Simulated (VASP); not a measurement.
A run of VASP 6.6.1 is set up as follows.

Contents of INCAR:

```
SYSTEM = Ni
ALGO = Normal ; EDIFF = 1E-6
ENCUT = 520 ; GGA = RP
ISIF = 2 ; ISMEAR = -1
LASPH = .TRUE. ; LCHARG = .FALSE.
LREAL = .FALSE. ; LWAVE = .FALSE.
NBANDS = 22 ; NELM = 100
PREC = Accurate ; SIGMA = 0.1
```

The input KPOINTS:

```
k-points
0
G
  10 10 15
  0 0 0
```

File POSCAR:

```
Ni
1.0
    3.9775797987      0.0000000000      0.0000000000
   -1.9887898993      3.4446851512      0.0000000000
    0.0000000000      0.0000000000      2.3941985779
Ni
3
Direct
    0.0000000000      1.0000000000      0.0000000000
    0.3333333333      0.6666666667      0.5000000000
    0.6666666667      0.3333333333      0.5000000000
```

Potentials or basis: VASP PAW PBE potentials, release 64 (Ni).

The run is started by

```bash
$ cat potpaw_PBE.64/Ni/POTCAR > POTCAR
$ mpirun -np 1 vasp_std > vasp.out
```

(1) Estimate the band gap on the k mesh.

(2) Estimate the pressure.

## Answers

(1) zero (band 15 reaches 9.70 eV, above the bottom of band 16 at 9.12 eV).

(2) 7.9 GPa.

Caveat: the PAW data sets were made with another functional, which shifts forces and pressure a little; the run has no spin polarisation, though such a crystal can be magnetic.
